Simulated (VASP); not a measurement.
The system is ZrB.

```
Zr B
1.0
     0.00000    2.32500    2.32500
     2.32500    0.00000    2.32500
     2.32500    2.32500    0.00000
Zr B
1 1
Direct
  0.00000 0.00000 0.00000
  0.50000 0.50000 0.50000
```

| Quantity | Value |
| --- | --- |
| Program | VASP 6.6.1 |
| Task | relaxation of cell and atoms |
| Functional | r2SCAN |
| Potentials or basis | VASP PAW PBE potentials, release 64 (Zr_sv, B) |
| Cutoff | 600 eV |
| k mesh | 6 × 6 × 6 |
| Occupations | gaussian, width 0.1 eV |
| Spin | no spin polarisation |

At the start: pressure 36.9 GPa; volume 12.57 Å³/atom.

**Question.** Where does the relaxation end?

**Answer.** Over 4 steps the energy falls by 228.0 meV/atom and the volume is 14.86 Å³/atom (+18.2 %); space group Fm-3m (No. 225, to 0.1 Å) before and after.

Step by step:
```tsv
step	energy change (eV)	largest force (eV/Å)	pressure (GPa)	volume (Å³)
1	0.0000	0.0000	36.91	25.14
2	0.2113	0.0000	-23.63	37.21
3	-0.4550	0.0000	-1.28	29.92
4	-0.4560	0.0000	-0.22	29.72
```

Final structure:
```
Zr B
1.0
     0.00000    2.45845    2.45845
     2.45845    0.00000    2.45845
     2.45845    2.45845    0.00000
Zr B
1 1
Cartesian
  0.0000 0.0000 0.0000
  2.4585 2.4585 2.4585
```

Caveat: the k points lie up to 0.37 Å⁻¹ apart in the final cell, too coarse for converged energies and pressures of a metal; the volume moved by over 15 % at a fixed basis, so the end points are rough; the PAW data sets were made with another functional, which shifts forces and pressure a little; an odd number of electrons without spin polarisation forces a metal; a magnetic or distorted state may lie lower.
